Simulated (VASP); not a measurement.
# Ti (Im-3m) in VASP: further runs

Runs on Ti. Level: PBEsol. Tasks: single point.

Program: VASP 6.6.1. These are calculated values, not measurements. Logs are shortened: lines on timing, memory, paths and dates and some standing lists are left out, and cuts for length are marked.

### Step 1. The cell of the first run

The structure is cubic, space group Im-3m (No. 229). Conventional cell: a = 3.210 Å, b = 3.210 Å, c = 3.210 Å, α = 90.00°, β = 90.00°, γ = 90.00°. Within 3.7 Å of Ti (site symmetry m-3m) lie 14 Ti at 2.78 to 3.21 Å.

This isn't the form of Ti at room conditions, which is hcp.

### Step 2. Single point, PBEsol (16.54 Å³/atom)

INCAR

```
SYSTEM = Ti
PREC = Accurate ; ENCUT = 520
EDIFF = 1E-7 ; ISMEAR = 0
SIGMA = 0.15 ; LREAL = .False.
LASPH = .True. ; NELM = 60
ALGO = Normal ; ISIF = 2
LWAVE = .False. ; LCHARG = .False.
GGA = PS ; NBANDS = 12
```

KPOINTS

```
regular mesh
0
Gamma
  22 22 22
  0 0 0
```

POSCAR

```
Ti
1.0
   -1.6051145456      1.6051145456      1.6051145456
    1.6051145456     -1.6051145456      1.6051145456
    1.6051145456      1.6051145456     -1.6051145456
Ti
1
Direct
    0.0000000000      0.0000000000      0.0000000000
```

Potentials or basis: VASP PAW PBE potentials, release 64 (Ti_sv).

Launch:

```bash
> cat potpaw_PBE.64/Ti_sv/POTCAR > POTCAR
> mpirun -np 1 vasp_std > vasp.out
```

OUTCAR:

```text
SYSTEM = Ti
   PREC = Accurate
   ENCUT = 520
   EDIFF = 1E-7
   ISMEAR = 0
   LREAL = .False.
   LASPH = .True.
   NELM = 60
   ISIF = 2
   GGA = PS

 ion  position               nearest neighbor table
   1  0.000  0.000  0.000-

  LATTYP: Found a body centered cubic cell.
 ALAT       =     3.2102290912

  Lattice vectors:

 A1 = (  -1.6051145456,   1.6051145456,   1.6051145456)
 A2 = (   1.6051145456,  -1.6051145456,   1.6051145456)
 A3 = (   1.6051145456,   1.6051145456,  -1.6051145456)

Analysis of symmetry for initial positions (statically):
=====================================================================
 Subroutine PRICEL returns:
 Original cell was already a primitive cell.

 Routine SETGRP: Setting up the symmetry group for a
 body centered cubic supercell.

 Subroutine GETGRP returns: Found 48 space group operations
 (whereof 48 operations were pure point group operations)
 out of a pool of 48 trial point group operations.

The static configuration has the point symmetry O_h .

Analysis of symmetry for dynamics (positions and initial velocities):
=====================================================================
 Subroutine PRICEL returns:
 Original cell was already a primitive cell.

 Routine SETGRP: Setting up the symmetry group for a
 body centered cubic supercell.

 Subroutine GETGRP returns: Found 48 space group operations
 (whereof 48 operations were pure point group operations)
 out of a pool of 48 trial point group operations.

The dynamic configuration has the point symmetry O_h .

 Subroutine INISYM returns: Found 48 space group operations
 (whereof 48 operations are pure point group operations),
 and found     1 'primitive' translations

----------------------------------------------------------------------------------------

                                     Primitive cell

  volume of cell :      16.5416

  direct lattice vectors                    reciprocal lattice vectors
    -1.605114546  1.605114546  1.605114546     0.000000000  0.311504248  0.311504248
     1.605114546 -1.605114546  1.605114546     0.311504248  0.000000000  0.311504248
     1.605114546  1.605114546 -1.605114546     0.311504248  0.311504248  0.000000000

  length of vectors
     2.780139945  2.780139945  2.780139945     0.440533533  0.440533533  0.440533533

  position of ions in fractional coordinates (direct lattice)
     0.000000000  0.000000000  0.000000000

  ion indices of the primitive-cell ions
   primitive index   ion index
                 1           1

----------------------------------------------------------------------------------------

 KPOINTS: regular mesh

Automatic generation of k-mesh.
 Grid dimensions read from file:
 generate k-points for:   22   22   22

 Generating k-lattice:

  Cartesian coordinates                     Fractional coordinates (reciprocal lattice)
     0.000000000  0.014159284  0.014159284     0.045454545  0.000000000  0.000000000
     0.014159284  0.000000000  0.014159284     0.000000000  0.045454545  0.000000000
     0.014159284  0.014159284  0.000000000     0.000000000  0.000000000  0.045454545

  Length of vectors
     0.020024251  0.020024251  0.020024251

  Shift w.r.t. Gamma in fractional coordinates (k-lattice)
     0.000000000  0.000000000  0.000000000

 Subroutine IBZKPT returns following result:
 ===========================================

 Found    328 irreducible k-points:

 Following reciprocal coordinates:
            Coordinates               Weight
  0.000000  0.000000  0.000000      1.000000
  0.045455  0.000000  0.000000     12.000000
  0.090909  0.000000  0.000000     12.000000
  0.136364  0.000000  0.000000     12.000000
  0.181818  0.000000  0.000000     12.000000
  0.227273  0.000000  0.000000     12.000000
[... 16 lines left out ...]
  0.090909  0.090909  0.000000     24.000000
  0.136364  0.090909  0.000000     48.000000
 [... further k-points ...]
   k-points           NKPTS =    328   k-points in BZ     NKDIM =    328   number of bands    NBANDS=     12
   number of dos      NEDOS =    301   number of ions     NIONS =      1
   total plane-waves  NPLWV =  13824
   dimension x,y,z NGX =    24 NGY =   24 NGZ =   24
   dimension x,y,z NGXF=    48 NGYF=   48 NGZF=   48
   ions per type =               1
   NGX,Y,Z   is equivalent  to a cutoff of  14.35, 14.35, 14.35 a.u.
   NGXF,Y,Z  is equivalent  to a cutoff of  28.70, 28.70, 28.70 a.u.
 SYSTEM =  Ti
   PREC   = accura    normal or accurate (medium, high low for compatibility)
   ISTART =      0    job   : 0-new  1-cont  2-samecut
   ICHARG =      2    charge: 1-file 2-atom 10-const
   ISPIN  =      1    spin polarized calculation?
   LNONCOLLINEAR =      F non collinear calculations
   LSORBIT =      F    spin-orbit coupling
   LASPH  =      T    aspherical Exc in radial PAW
   ENCUT  =  520.0 eV  38.22 Ry    6.18 a.u.   5.17  5.17  5.17*2*pi/ulx,y,z
   NELM   =     60;   NELMIN=  2; NELMDL= -5     # of ELM steps
   EDIFF  = 0.1E-06   stopping-criterion for ELM
   LREAL  =      F    real-space projection
   EDIFFG = 0.1E-05   stopping-criterion for IOM
   NSW    =      0    number of steps for IOM
   IBRION =     -1    ionic relax: 0-MD 1-quasi-New 2-CG
   NFREE  =      0    steps in history (QN), initial steepest desc. (CG)
   ISIF   =      2    stress and relaxation
   ISYM   =      2    0-nonsym 1-usesym 2-fastsym
   POTIM  = 0.5000    time-step for ionic-motion
   TEBEG  =    0.0;   TEEND  =   0.0 temperature during run
   PSTRESS=    0.0 pullay stress
   NELECT =      12.0000    total number of electrons
   NUPDOWN=      -1.0000    fix difference up-down
   EMIN   =  10.00;   EMAX   =-10.00  energy-range for DOS
   EFERMI =   0.00;   METHOD = LEGACY
   ISMEAR =     0;   SIGMA  =   0.15  broadening in eV -4-tet -1-fermi 0-gaus
   EFERMI_NEDOS =   21; number of points for ismear=-14 and -15
   IALGO  =     38    algorithm
   IMIX   =      4    mixing-type and parameters
     AMIX     =   0.40;   BMIX     =  1.00
     AMIX_MAG =   1.60;   BMIX_MAG =  1.00
  volume/ion in A,a.u.               =      16.54       111.63
  Fermi-wavevector in a.u.,A,eV,Ry     =   1.470988  2.779765 29.440376  2.163807
  Thomas-Fermi vector in A             =   2.586179
   LORBIT       =      0    0 simple, 1 ext, 2 COOP (PROOUT), +10 PAW based schemes
   GGA     = PS    functional components
   LHFCALC =     F    Hartree Fock is set to
   AEXX    =    0.0000 exact exchange contribution
   IVDW    =     0    specifies the selected vdW correction
   LEPSILON=     F    determine dielectric tensor
   LRPA    =     F    only Hartree local field effects (RPA)
 non-spin polarized calculation
 Gauss-broadening in eV      SIGMA  =   0.15
  energy-cutoff  :      520.00
  volume of cell :       16.54
 maximum number of plane-waves:       466
 NGX is ok and might be reduce to    24
   NGX = 11   NGY = 11   NGZ = 11

 number of electron      12.0000000 magnetization

 Free energy of the ion-electron system (eV)
  ---------------------------------------------------
  ext. energy  EPLUGINS =         0.00000000
  ---------------------------------------------------
  free energy    TOTEN  =        -8.24774877 eV

  energy without entropy =       -8.22371078  energy(sigma->0) =       -8.23572977

 E-fermi :   8.4688     XC(G=0): -11.8663

 val. band max:        8.4598066085   @ k =  -0.3182   0.3182   0.0455
 cond. band min:       8.4695616520   @ k =  -0.3182   0.3636   0.0909
 fundamental gap:      0.0097550435
 Fermi energy:         8.4688265021

 k-point     1 :       0.0000    0.0000    0.0000
  band No.  band energies     occupation
      1     -47.7310      2.00000
      2     -23.6193      2.00000
      3     -23.6193      2.00000
      4     -23.6193      2.00000
      5       2.4156      2.00000
      6       9.4977      0.00000
      7       9.4977      0.00000
      8       9.4977      0.00000
      9      11.3799      0.00000
     10      11.3799      0.00000
     11      26.2388      0.00000
     12      26.2388      0.00000

 k-point     2 :       0.0455    0.0000    0.0000
  band No.  band energies     occupation
      1     -47.7278      2.00000
      2     -23.6363      2.00000
      3     -23.6244      2.00000
      4     -23.6194      2.00000
      5       2.4902      2.00000
      6       9.4625      0.00000
      7       9.4889      0.00000
      8       9.5531      0.00000
      9      11.3368      0.00000
     10      11.3818      0.00000
     11      26.1483      0.00000
     12      26.2405      0.00000

 k-point     3 :       0.0909    0.0000    0.0000
  band No.  band energies     occupation
      1     -47.7182      2.00000
      2     -23.6855      2.00000
      3     -23.6394      2.00000
      4     -23.6198      2.00000
      5       2.7101      2.00000
      6       9.3611      0.00000
      7       9.4532      0.00000
      8       9.7170      0.00000
      9      11.2286      0.00000
     10      11.3885      0.00000
     11      25.8551      0.00000
     12      26.2034      0.00000
[... 286 lines left out ...]
 k-point    23 :       0.0909    0.0909    0.0000
  band No.  band energies     occupation
      1     -47.6946      2.00000
      2     -23.8056      2.00000
      3     -23.6619      2.00000
      4     -23.6356      2.00000
      5       3.2704      2.00000
      6       9.1723      0.00000
      7       9.2357      0.00000
      8      10.1703      0.00000
      9      11.0131      0.00000
     10      11.4533      0.00000
     11      25.1062      0.00000
     12      25.8183      0.00000

 k-point    24 :       0.1364    0.0909    0.0000
  band No.  band energies     occupation
      1     -47.6760      2.00000
      2     -23.8954      2.00000
      3     -23.6903      2.00000
      4     -23.6407      2.00000
      5       3.7281      2.00000
      6       8.9940      0.00000
      7       9.0721      0.00000
      8      10.5394      0.00000
      9      10.9307      0.00000
     10      11.5090      0.00000
     11      24.4297      0.00000
     12      25.2372      0.00000

 [... further k-points ...]

------------------------ aborting loop because EDIFF is reached ----------------------------------------

  FORCE on cell =-STRESS in cart. coord.  units (eV):
  Direction    XX          YY          ZZ          XY          YZ          ZX
  --------------------------------------------------------------------------------------
  -------------------------------------------------------------------------------------
  Total       -0.0251862     -0.0251862     -0.0251862     -0.0000000      0.0000000      0.0000000
  in kB       -2.4394637     -2.4394637     -2.4394637     -0.0000000      0.0000000      0.0000000
  external PRESSURE =      -2.4394637 kB  Pullay stress =       0.0000000 kB

 VOLUME and BASIS-vectors are now :
 -----------------------------------------------------------------------------
  energy-cutoff  :      520.00
  volume of cell :       16.54
      direct lattice vectors                 reciprocal lattice vectors
    -1.605114546  1.605114546  1.605114546     0.000000000  0.311504248  0.311504248
     1.605114546 -1.605114546  1.605114546     0.311504248  0.000000000  0.311504248
     1.605114546  1.605114546 -1.605114546     0.311504248  0.311504248  0.000000000

 POSITION                                       TOTAL-FORCE (eV/Angst)
 -----------------------------------------------------------------------------------
      0.00000      0.00000      0.00000         0.000000     -0.000000      0.000000
 -----------------------------------------------------------------------------------
    total drift:                                0.000000      0.000000      0.000000

  FREE ENERGIE OF THE ION-ELECTRON SYSTEM (eV)
  ---------------------------------------------------
  free  energy   TOTEN  =        -8.2477487661 eV

  energy  without entropy=       -8.2237107786  energy(sigma->0) =       -8.23572977
```

Run time: 78 s. Hardware: 1 thread of Intel Xeon 8259CL, shared host; peak memory 0.19 GiB.

What came out:

```
Free energy            : -8.2477 eV
Pressure               : -0.2 GPa
Band gap on the k mesh : zero (bands 6 and 7 overlap by 1.69 eV)
```

Levels at points of the mesh, in eV from the Fermi level:
```csv
k point,band 4,band 5,band 6,band 7,band 8,band 9
"(0.00, 0.00, 0.00)",-32.09,-6.05,1.03,1.03,1.03,2.91
"(0.50, 0.00, 0.00)",-32.09,-2.58,-0.45,1.31,2.91,3.28
"(0.50, 0.50, 0.50)",-32.63,-2.27,-2.27,4.18,4.18,4.18
```

Caveat: the PAW data sets were made with another functional, which shifts forces and pressure a little.

### Step 3. Single point, PBEsol (17.53 Å³/atom)

This run uses another cell than the first one, of 17.53 Å³/atom.

INCAR

```
ALGO     = Normal         # electronic algorithm
EDIFF    = 1E-7           # SCF threshold, eV
ENCUT    = 520            # plane-wave cutoff, eV
GGA      = PS             # functional
ISIF     = 2              # what is computed and relaxed
ISMEAR   = 0              # smearing method
LASPH    = True           # aspherical terms in the spheres
LCHARG   = True           # write CHGCAR
LELF     = True           # ELF
LREAL    = False          # projectors in reciprocal space
LVHAR    = True         
LWAVE    = False          # write WAVECAR
NBANDS   = 12             # bands
NELM     = 100            # most SCF steps
PREC     = Accurate       # precision mode
SIGMA    = 0.15           # smearing width, eV
```

KPOINTS

```
k-points
0
Gamma
  22 22 22
```

POSCAR

```
Ti
1.0
   -1.6365916723      1.6365916723      1.6365916723
    1.6365916723     -1.6365916723      1.6365916723
    1.6365916723      1.6365916723     -1.6365916723
Ti
1
Direct
    0.0000000000      0.0000000000      0.0000000000
```

Potentials or basis: VASP PAW PBE potentials, release 64 (Ti_sv).

Launch:

```bash
> cat potpaw_PBE.64/Ti_sv/POTCAR > POTCAR
> mpirun -np 1 vasp_std > vasp.out
```

OUTCAR:

```text
EDIFF = 1E-7
   ENCUT = 520
   GGA = PS
   ISIF = 2
   ISMEAR = 0
   LASPH = True
   LREAL = False
   NELM = 100
   PREC = Accurate

 ion  position               nearest neighbor table
   1  0.000  0.000  0.000-

  LATTYP: Found a body centered cubic cell.
 ALAT       =     3.2731833446

  Lattice vectors:

 A1 = (  -1.6365916723,   1.6365916723,   1.6365916723)
 A2 = (   1.6365916723,  -1.6365916723,   1.6365916723)
 A3 = (   1.6365916723,   1.6365916723,  -1.6365916723)

Analysis of symmetry for initial positions (statically):
=====================================================================
 Subroutine PRICEL returns:
 Original cell was already a primitive cell.

 Routine SETGRP: Setting up the symmetry group for a
 body centered cubic supercell.

 Subroutine GETGRP returns: Found 48 space group operations
 (whereof 48 operations were pure point group operations)
 out of a pool of 48 trial point group operations.

The static configuration has the point symmetry O_h .

[... 167 lines left out ...]
  band No.  band energies     occupation
      1     -48.4562      2.00000
      2     -24.4175      2.00000
      3     -24.4175      2.00000
      4     -24.4175      2.00000
      5       1.9272      2.00000
      6       8.8348      0.00000
      7       8.8348      0.00000
      8       8.8348      0.00000
      9      10.5863      0.00000
     10      10.5863      0.00000
     11      25.2120      0.00000
     12      25.2120      0.00000
[... 331 lines left out ...]
 k-point    24 :       0.1364    0.0909    0.0000
  band No.  band energies     occupation
      1     -48.4126      2.00000
      2     -24.6457      2.00000
      3     -24.4767      2.00000
      4     -24.4351      2.00000
      5       3.1767      2.00000
      6       8.3717      0.00000
      7       8.4445      0.00000
      8       9.7967      0.00000
      9      10.1760      0.00000
     10      10.7027      0.00000
     11      23.2162      0.00000
     12      24.0382      0.00000

 [... further k-points ...]

------------------------ aborting loop because EDIFF is reached ----------------------------------------

  FORCE on cell =-STRESS in cart. coord.  units (eV):
  Direction    XX          YY          ZZ          XY          YZ          ZX
  --------------------------------------------------------------------------------------
  -------------------------------------------------------------------------------------
  Total       -0.6696474     -0.6696474     -0.6696474      0.0000000      0.0000000     -0.0000000
  in kB      -61.1893395    -61.1893395    -61.1893395      0.0000000      0.0000000     -0.0000000
  external PRESSURE =     -61.1893395 kB  Pullay stress =       0.0000000 kB

 VOLUME and BASIS-vectors are now :
 -----------------------------------------------------------------------------
  energy-cutoff  :      520.00
  volume of cell :       17.53
      direct lattice vectors                 reciprocal lattice vectors
    -1.636591672  1.636591672  1.636591672     0.000000000  0.305512981  0.305512981
     1.636591672 -1.636591672  1.636591672     0.305512981  0.000000000  0.305512981
     1.636591672  1.636591672 -1.636591672     0.305512981  0.305512981  0.000000000

 POSITION                                       TOTAL-FORCE (eV/Angst)
 -----------------------------------------------------------------------------------
      0.00000      0.00000      0.00000        -0.000000      0.000000      0.000000
 -----------------------------------------------------------------------------------
    total drift:                                0.000000      0.000000      0.000000

  FREE ENERGIE OF THE ION-ELECTRON SYSTEM (eV)
  ---------------------------------------------------
  free  energy   TOTEN  =        -8.2276509708 eV

  energy  without entropy=       -8.2012403133  energy(sigma->0) =       -8.21444564
```

stdout:

```text
POSCAR found type information on POSCAR Ti
 POSCAR found :  1 types and       1 ions
 scaLAPACK will be used
 -----------------------------------------------------------------------------
|                                                                             |
|                                                                             |
|     You enforced a specific xc type in the INCAR file but a different       |
|     I HOPE YOU KNOW WHAT YOU ARE DOING!                                     |
|                                                                             |
 -----------------------------------------------------------------------------

 LDA part: xc-table for (Slater+PW92), standard interpolation
 POSCAR, INCAR and KPOINTS ok, starting setup
 FFT: planning ... GRIDC
 FFT: planning ... GRID_SOFT
 FFT: planning ... GRID
 WAVECAR not read
 entering main loop
```

Wall time 82 s (1 thread of Intel Xeon 8259CL, shared host); peak memory 0.19 GiB.

Results:

```
Free energy            : -8.2277 eV
Pressure               : -6.1 GPa
Band gap on the k mesh : zero (bands 6 and 7 overlap by 1.58 eV)
```

Levels at points of the mesh, in eV from the Fermi level:
| k point | band 2 | band 3 | band 4 | band 5 | band 6 | band 7 | band 8 | band 9 | band 10 | band 11 |
| --- | --- | --- | --- | --- | --- | --- | --- | --- | --- | --- |
| (0.00, 0.00, 0.00) | -32.28 | -32.28 | -32.28 | -5.93 | 0.98 | 0.98 | 0.98 | 2.73 | 2.73 | 17.35 |
| (0.50, 0.00, 0.00) | -32.94 | -32.49 | -32.28 | -2.44 | -0.39 | 1.12 | 2.71 | 3.06 | 4.24 | 8.67 |
| (0.50, 0.50, 0.50) | -32.73 | -32.73 | -32.73 | -2.07 | -2.07 | 3.89 | 3.89 | 3.89 | 8.28 | 8.28 |

Caveat: the cell stands under tension; the PAW data sets were made with another functional, which shifts forces and pressure a little.
